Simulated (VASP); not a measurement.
# AgCl (F-43m) in VASP: notebook

Aim: see how the results for AgCl move with the level of theory and the settings. Levels: PBE, LDA. Tasks: single point.

Everything below comes from runs of VASP 6.6.1. Logs are shortened: lines on timing, memory, paths and dates and some standing lists are left out, and cuts for length are marked.

## Step 1: The cell of the first run

The structure is cubic, space group F-43m (No. 216). The conventional cell has a = 5.909 Å, b = 5.909 Å, c = 5.909 Å, α = 90.00°, β = 90.00°, γ = 90.00°. Within 3.4 Å of Ag (site symmetry -43m) lie 4 Cl at 2.56 Å. Cl (site symmetry -43m) has 4 Ag at 2.56 Å within 3.4 Å.

The cell was generated, and may not be a known phase.

## Step 2: Single point, PBE

File INCAR:

```
SYSTEM = AgCl
  PREC = Accurate
  ENCUT = 520
  EDIFF = 1E-7
  ISMEAR = 0
  SIGMA = 0.1
  LREAL = .FALSE.
  LASPH = .TRUE.
  NELM = 100
  ALGO = Normal
  ISIF = 2
  LWAVE = .FALSE.
  LCHARG = .FALSE.
  GGA = PE
  NBANDS = 16
```

File KPOINTS:

```
Automatic mesh
0
G
  6 6 6
  0 0 0
```

File POSCAR:

```
AgCl
1.0
    0.0000000000      2.9545526100      2.9545526100
    2.9545526100      0.0000000000      2.9545526100
    2.9545526100      2.9545526100      0.0000000000
Ag Cl
1 1
Direct
    0.0000000000      0.0000000000      0.0000000000
    0.2500000000      0.2500000000      0.2500000000
```

Potentials or basis: VASP PAW PBE potentials, release 64 (Ag, Cl).

Run with:

```console
cat potpaw_PBE.64/Ag/POTCAR potpaw_PBE.64/Cl/POTCAR > POTCAR
mpirun -np 1 vasp_std > vasp.out
```

OUTCAR:

```text
SYSTEM = AgCl
   PREC = Accurate
   ENCUT = 520
   EDIFF = 1E-7
   ISMEAR = 0
   LREAL = .FALSE.
   LASPH = .TRUE.
   NELM = 100
   ISIF = 2
   GGA = PE

 ion  position               nearest neighbor table
   1  0.000  0.000  0.000-   2 2.56   2 2.56   2 2.56   2 2.56
   2  0.250  0.250  0.250-   1 2.56   1 2.56   1 2.56   1 2.56

  LATTYP: Found a face centered cubic cell.
 ALAT       =     5.9091052200

  Lattice vectors:

 A1 = (   0.0000000000,   2.9545526100,   2.9545526100)
 A2 = (   2.9545526100,   0.0000000000,   2.9545526100)
 A3 = (   2.9545526100,   2.9545526100,   0.0000000000)

Analysis of symmetry for initial positions (statically):
=====================================================================
 Subroutine PRICEL returns:
 Original cell was already a primitive cell.

 Routine SETGRP: Setting up the symmetry group for a
 face centered cubic supercell.

 Subroutine GETGRP returns: Found 24 space group operations
 (whereof 24 operations were pure point group operations)
 out of a pool of 48 trial point group operations.

The static configuration has the point symmetry T_d .

Analysis of symmetry for dynamics (positions and initial velocities):
=====================================================================
 Subroutine PRICEL returns:
 Original cell was already a primitive cell.

 Routine SETGRP: Setting up the symmetry group for a
 face centered cubic supercell.

 Subroutine GETGRP returns: Found 24 space group operations
 (whereof 24 operations were pure point group operations)
 out of a pool of 48 trial point group operations.

The dynamic configuration has the point symmetry T_d .

 Subroutine INISYM returns: Found 24 space group operations
 (whereof 24 operations are pure point group operations),
 and found     1 'primitive' translations

----------------------------------------------------------------------------------------

                                     Primitive cell

  volume of cell :      51.5828

  direct lattice vectors                    reciprocal lattice vectors
     0.000000000  2.954552610  2.954552610    -0.169230359  0.169230359  0.169230359
     2.954552610  0.000000000  2.954552610     0.169230359 -0.169230359  0.169230359
     2.954552610  2.954552610  0.000000000     0.169230359  0.169230359 -0.169230359

  length of vectors
     4.178368372  4.178368372  4.178368372     0.293115581  0.293115581  0.293115581

  position of ions in fractional coordinates (direct lattice)
     0.000000000  0.000000000  0.000000000
     0.250000000  0.250000000  0.250000000

  ion indices of the primitive-cell ions
   primitive index   ion index
                 1           1
                 2           2

----------------------------------------------------------------------------------------

 KPOINTS: Automatic mesh

Automatic generation of k-mesh.
 Grid dimensions read from file:
 generate k-points for:    6    6    6

 Generating k-lattice:

  Cartesian coordinates                     Fractional coordinates (reciprocal lattice)
    -0.028205060  0.028205060  0.028205060     0.166666667  0.000000000  0.000000000
     0.028205060 -0.028205060  0.028205060     0.000000000  0.166666667  0.000000000
     0.028205060  0.028205060 -0.028205060     0.000000000  0.000000000  0.166666667

  Length of vectors
     0.048852597  0.048852597  0.048852597

  Shift w.r.t. Gamma in fractional coordinates (k-lattice)
     0.000000000  0.000000000  0.000000000

 Subroutine IBZKPT returns following result:
 ===========================================

 Found     16 irreducible k-points:

 Following reciprocal coordinates:
            Coordinates               Weight
  0.000000  0.000000  0.000000      1.000000
  0.166667  0.000000  0.000000      8.000000
  0.333333  0.000000  0.000000      8.000000
  0.500000  0.000000  0.000000      4.000000
  0.166667  0.166667  0.000000      6.000000
  0.333333  0.166667  0.000000     24.000000
[... 8 lines left out ...]
 -0.333333  0.333333  0.166667     24.000000
 -0.333333  0.500000  0.166667     12.000000
   k-points           NKPTS =     16   k-points in BZ     NKDIM =     16   number of bands    NBANDS=     16
   number of dos      NEDOS =    301   number of ions     NIONS =      2
   total plane-waves  NPLWV =  32768
   dimension x,y,z NGX =    32 NGY =   32 NGZ =   32
   dimension x,y,z NGXF=    64 NGYF=   64 NGZF=   64
   ions per type =               1   1
   NGX,Y,Z   is equivalent  to a cutoff of  12.73, 12.73, 12.73 a.u.
   NGXF,Y,Z  is equivalent  to a cutoff of  25.46, 25.46, 25.46 a.u.
 SYSTEM =  AgCl
   PREC   = accura    normal or accurate (medium, high low for compatibility)
   ISTART =      0    job   : 0-new  1-cont  2-samecut
   ICHARG =      2    charge: 1-file 2-atom 10-const
   ISPIN  =      1    spin polarized calculation?
   LNONCOLLINEAR =      F non collinear calculations
   LSORBIT =      F    spin-orbit coupling
   LASPH  =      T    aspherical Exc in radial PAW
   ENCUT  =  520.0 eV  38.22 Ry    6.18 a.u.   7.77  7.77  7.77*2*pi/ulx,y,z
   NELM   =    100;   NELMIN=  2; NELMDL= -5     # of ELM steps
   EDIFF  = 0.1E-06   stopping-criterion for ELM
   LREAL  =      F    real-space projection
   EDIFFG = 0.1E-05   stopping-criterion for IOM
   NSW    =      0    number of steps for IOM
   IBRION =     -1    ionic relax: 0-MD 1-quasi-New 2-CG
   NFREE  =      0    steps in history (QN), initial steepest desc. (CG)
   ISIF   =      2    stress and relaxation
   ISYM   =      2    0-nonsym 1-usesym 2-fastsym
   POTIM  = 0.5000    time-step for ionic-motion
   TEBEG  =    0.0;   TEEND  =   0.0 temperature during run
   PSTRESS=    0.0 pullay stress
   NELECT =      18.0000    total number of electrons
   NUPDOWN=      -1.0000    fix difference up-down
   EMIN   =  10.00;   EMAX   =-10.00  energy-range for DOS
   EFERMI =   0.00;   METHOD = LEGACY
   ISMEAR =     0;   SIGMA  =   0.10  broadening in eV -4-tet -1-fermi 0-gaus
   EFERMI_NEDOS =   21; number of points for ismear=-14 and -15
   IALGO  =     38    algorithm
   IMIX   =      4    mixing-type and parameters
     AMIX     =   0.40;   BMIX     =  1.00
     AMIX_MAG =   1.60;   BMIX_MAG =  1.00
  volume/ion in A,a.u.               =      25.79       174.05
  Fermi-wavevector in a.u.,A,eV,Ry     =   1.152561  2.178025 18.073938  1.328397
  Thomas-Fermi vector in A             =   2.289211
   LORBIT       =      0    0 simple, 1 ext, 2 COOP (PROOUT), +10 PAW based schemes
   GGA     = PE    functional components
   LHFCALC =     F    Hartree Fock is set to
   AEXX    =    0.0000 exact exchange contribution
   IVDW    =     0    specifies the selected vdW correction
   LEPSILON=     F    determine dielectric tensor
   LRPA    =     F    only Hartree local field effects (RPA)
 non-spin polarized calculation
 Gauss-broadening in eV      SIGMA  =   0.10
  energy-cutoff  :      520.00
  volume of cell :       51.58
 maximum number of plane-waves:      1411
   NGX = 15   NGY = 15   NGZ = 15

 number of electron      18.0000006 magnetization

 Free energy of the ion-electron system (eV)
  ---------------------------------------------------
  ext. energy  EPLUGINS =         0.00000000
  ---------------------------------------------------
  free energy    TOTEN  =        -5.42239971 eV

  energy without entropy =       -5.42239971  energy(sigma->0) =       -5.42239971

 E-fermi :   2.6718     XC(G=0):  -8.7311

 val. band max:        2.1705761606   @ k =   0.0000   0.0000   0.0000
 cond. band min:       3.3756352773   @ k =   0.0000   0.0000   0.0000
 fundamental gap:      1.2050591167
 Fermi energy:         2.6718163837

 k-point     1 :       0.0000    0.0000    0.0000
  band No.  band energies     occupation
      1     -12.9215      2.00000
      2      -2.1760      2.00000
      3      -2.1760      2.00000
      4      -2.1760      2.00000
      5      -0.0959      2.00000
      6      -0.0959      2.00000
[... 8 lines left out ...]
     15      14.8384      0.00000
     16      15.2221      0.00000

 k-point     2 :       0.1667    0.0000    0.0000
  band No.  band energies     occupation
      1     -12.8719      2.00000
      2      -2.2477      2.00000
      3      -2.1220      2.00000
      4      -2.1220      2.00000
      5      -0.1020      2.00000
      6      -0.1020      2.00000
[... 8 lines left out ...]
     15      14.1066      0.00000
     16      15.1931      0.00000

 k-point     3 :       0.3333    0.0000    0.0000
  band No.  band energies     occupation
      1     -12.7710      2.00000
      2      -2.2962      2.00000
      3      -2.0193      2.00000
      4      -2.0193      2.00000
      5      -0.0710      2.00000
      6      -0.0710      2.00000
[... 8 lines left out ...]
     15      14.3741      0.00000
     16      14.3741      0.00000

 k-point     4 :       0.5000    0.0000    0.0000
  band No.  band energies     occupation
      1     -12.7198      2.00000
      2      -2.2585      2.00000
      3      -1.9721      2.00000
      4      -1.9721      2.00000
      5      -0.0232      2.00000
      6      -0.0232      2.00000
[... 8 lines left out ...]
     15      15.5969      0.00000
     16      15.5969      0.00000
[... 172 lines left out ...]
 k-point    14 :       0.5000    0.3333    0.1667
  band No.  band energies     occupation
      1     -12.7051      2.00000
      2      -2.3115      2.00000
      3      -1.9464      2.00000
      4      -1.8146      2.00000
      5      -0.1330      2.00000
      6      -0.0197      2.00000
[... 8 lines left out ...]
     15      15.7768      0.00000
     16      15.8637      0.00000

 k-point    15 :      -0.3333    0.3333    0.1667
  band No.  band energies     occupation
      1     -12.6715      2.00000
      2      -2.1455      2.00000
      3      -2.0265      2.00000
      4      -1.7245      2.00000
      5      -0.1787      2.00000
      6      -0.0120      2.00000
[... 8 lines left out ...]
     15      15.1722      0.00000
     16      16.0862      0.00000

 k-point    16 :      -0.3333    0.5000    0.1667
  band No.  band energies     occupation
      1     -12.6553      2.00000
      2      -2.3278      2.00000
      3      -1.8370      2.00000
      4      -1.6215      2.00000
      5      -0.1005      2.00000
      6       0.0998      2.00000
[... 8 lines left out ...]
     15      15.7602      0.00000
     16      15.8249      0.00000

------------------------ aborting loop because EDIFF is reached ----------------------------------------

  FORCE on cell =-STRESS in cart. coord.  units (eV):
  Direction    XX          YY          ZZ          XY          YZ          ZX
  --------------------------------------------------------------------------------------
  -------------------------------------------------------------------------------------
  Total        0.8419937      0.8419937      0.8419937      0.0000000      0.0000000      0.0000000
  in kB       26.1525639     26.1525639     26.1525639      0.0000000      0.0000000      0.0000000
  external PRESSURE =      26.1525639 kB  Pullay stress =       0.0000000 kB

 VOLUME and BASIS-vectors are now :
 -----------------------------------------------------------------------------
  energy-cutoff  :      520.00
  volume of cell :       51.58
      direct lattice vectors                 reciprocal lattice vectors
     0.000000000  2.954552610  2.954552610    -0.169230359  0.169230359  0.169230359
     2.954552610  0.000000000  2.954552610     0.169230359 -0.169230359  0.169230359
     2.954552610  2.954552610  0.000000000     0.169230359  0.169230359 -0.169230359

 POSITION                                       TOTAL-FORCE (eV/Angst)
 -----------------------------------------------------------------------------------
      0.00000      0.00000      0.00000        -0.000000     -0.000000     -0.000000
      1.47728      1.47728      1.47728         0.000000      0.000000      0.000000
 -----------------------------------------------------------------------------------
    total drift:                                0.000000      0.000000      0.000000

  FREE ENERGIE OF THE ION-ELECTRON SYSTEM (eV)
  ---------------------------------------------------
  free  energy   TOTEN  =        -5.4223997114 eV

  energy  without entropy=       -5.4223997114  energy(sigma->0) =       -5.42239971
```

It took 7.2 s on 1 thread of Intel Xeon Platinum 8488C (Sapphire Rapids), shared host; peak memory 0.17 GiB.

Results:

| Quantity | Value |
| --- | --- |
| Free energy | -5.4224 eV |
| Pressure | 2.6 GPa |
| Band gap on the k mesh | 1.21 eV |

Levels at points of the mesh, in eV from the valence-band top:
| k point | band 5 | band 6 | band 7 | band 8 | band 9 | band 10 | band 11 | band 12 | band 13 | band 14 |
| --- | --- | --- | --- | --- | --- | --- | --- | --- | --- | --- |
| (0.00, 0.00, 0.00) | -2.27 | -2.27 | 0.00 | 0.00 | 0.00 | 1.21 | 8.05 | 8.05 | 8.05 | 12.67 |
| (0.50, 0.00, 0.00) | -2.19 | -2.19 | -2.09 | -0.62 | -0.62 | 3.75 | 6.75 | 8.43 | 8.43 | 12.01 |
| (0.50, 0.50, 0.00) | -2.21 | -2.10 | -1.84 | -1.45 | -1.45 | 4.73 | 5.52 | 8.72 | 10.84 | 10.84 |

[end of part 1 of 2]
